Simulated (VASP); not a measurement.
**C: relaxation of cell and atoms with PBE**

Crystal: C.

```xyz
1
Lattice="-1.2309 1.2309 1.8727 1.2309 -1.2309 1.8727 1.2309 1.2309 -1.8727" Properties=species:S:1:pos:R:3 pbc="T T T"
C     0.0000    0.0000    0.0000
```

```
Program                : VASP 6.6.1
Task                   : relaxation of cell and atoms
Functional             : PBE
Potentials or basis    : VASP PAW PBE potentials, release 64 (C_h)
Cutoff                 : 910 eV
k mesh                 : 10 × 10 × 10
Occupations            : gaussian, width 0.1 eV
Spin                   : no spin polarisation
Dipole correction      : no
Second run             : hard_potentials
Further INCAR settings : ALGO = Normal; EDIFF = 1e-07; IBRION = 2; EDIFFG = -0.04; NSW = 90; ISIF = 3
```

- Relaxed volume: 7.20 Å³/atom
- Relaxed cell: a = 3.000 Å, b = 3.000 Å, c = 3.000 Å, α = 148.85°, β = 148.85°, γ = 44.63°
- Space group after relaxing (to 0.05 Å): I4/mmm (No. 139)
- Energy gained by relaxing: 2379.0 meV/atom
- Ionic steps: 30
- Pressure after relaxing: 0.3 GPa
- Band gap on the k mesh: zero (band 2 reaches 8.94 eV, above the bottom of band 3 at 6.25 eV)

Stress tensor (GPa, compression positive):
```
0.26 0.00 0.00
0.00 0.26 0.00
0.00 0.00 0.49
```

Step by step:
| step | energy change (eV) | largest force (eV/Å) | pressure (GPa) | volume (Å³) |
| --- | --- | --- | --- | --- |
| 1 | 0.0000 | 0.0000 | -29.74 | 11.35 |
| 2 | -0.5043 | 0.0000 | -16.87 | 8.23 |
| 3 | -0.5702 | 0.0000 | -2.24 | 7.25 |
| 4 | -0.5719 | 0.0000 | 1.30 | 7.08 |
| 5 | -0.6519 | 0.0000 | 0.20 | 6.87 |
| 6 | -1.4708 | 0.0000 | -6.67 | 6.13 |
| 7 | 0.0408 | 0.0000 | 398.02 | 4.27 |
| 8 | -1.7410 | 0.0000 | 19.24 | 5.74 |
| 9 | -1.7743 | 0.0000 | 46.55 | 5.49 |
| 10 | -1.5944 | 0.0000 | 153.96 | 4.89 |
| 11 | -1.7793 | 0.0000 | 70.69 | 5.31 |
| 12 | -1.7154 | 0.0000 | 116.77 | 5.04 |
| 13 | -1.7739 | 0.0000 | 85.61 | 5.20 |
| 14 | -1.7550 | 0.0000 | 99.53 | 5.12 |
| 15 | -1.7613 | 0.0000 | 102.19 | 5.12 |
| 16 | -1.7705 | 0.0000 | 110.03 | 5.11 |
| 17 | -1.7698 | 0.0000 | 126.69 | 5.09 |
| 18 | -1.7756 | 0.0000 | 117.75 | 5.10 |
| 19 | -1.7966 | 0.0000 | 115.01 | 5.13 |
| 20 | -1.8573 | 0.0000 | 106.94 | 5.21 |
| 21 | -1.9640 | 0.0000 | 92.16 | 5.38 |
| 22 | -2.1238 | 0.0000 | 67.83 | 5.72 |
| 23 | -2.3129 | 0.0000 | 32.06 | 6.43 |
| 24 | -2.3262 | 0.0000 | -12.65 | 7.94 |
| 25 | -2.3735 | 0.0000 | 6.27 | 7.17 |
| 26 | -2.3733 | 0.0000 | 7.55 | 7.13 |
| 27 | -2.3769 | 0.0000 | 4.97 | 7.14 |
| 28 | -2.3787 | 0.0000 | 1.61 | 7.16 |
| 29 | -2.3789 | 0.0000 | 1.22 | 7.17 |
| 30 | -2.3790 | 0.0000 | 0.33 | 7.20 |

Final structure:
```xyz
1
Lattice="-0.8055 0.8055 2.7755 0.8055 -0.8055 2.7755 0.8055 0.8055 -2.7755" Properties=species:S:1:pos:R:3 pbc="T T T"
C     0.0000    0.0000    0.0000
```

Levels at points of the mesh, in eV from the Fermi level:
| k point | band 1 | band 2 | band 3 | band 4 | band 5 |
| --- | --- | --- | --- | --- | --- |
| (0.00, 0.00, 0.00) | -20.56 | -4.84 | 6.46 | 15.59 | 15.59 |
| (0.50, 0.00, 0.00) | -10.97 | -7.07 | 1.38 | 12.38 | 19.69 |
| (0.50, 0.50, 0.00) | -3.58 | -3.30 | 7.51 | 8.45 | 13.57 |
| (0.50, 0.50, 0.50) | -19.45 | -9.71 | 15.49 | 15.49 | 17.60 |

Run time: 4.6 min on 1 thread of AMD EPYC 7R43 64-Core Processor (Zen 3) (shared host), peak memory 0.12 GiB.

Caveat: the k points lie up to 0.55 Å⁻¹ apart in the final cell; the cutoff is under 1.25 times the usual one of these potentials, so pressure, stress and relaxed cells hold a basis-set (Pulay) error; the volume moved by over 15 % at a fixed basis, so the end points are rough.
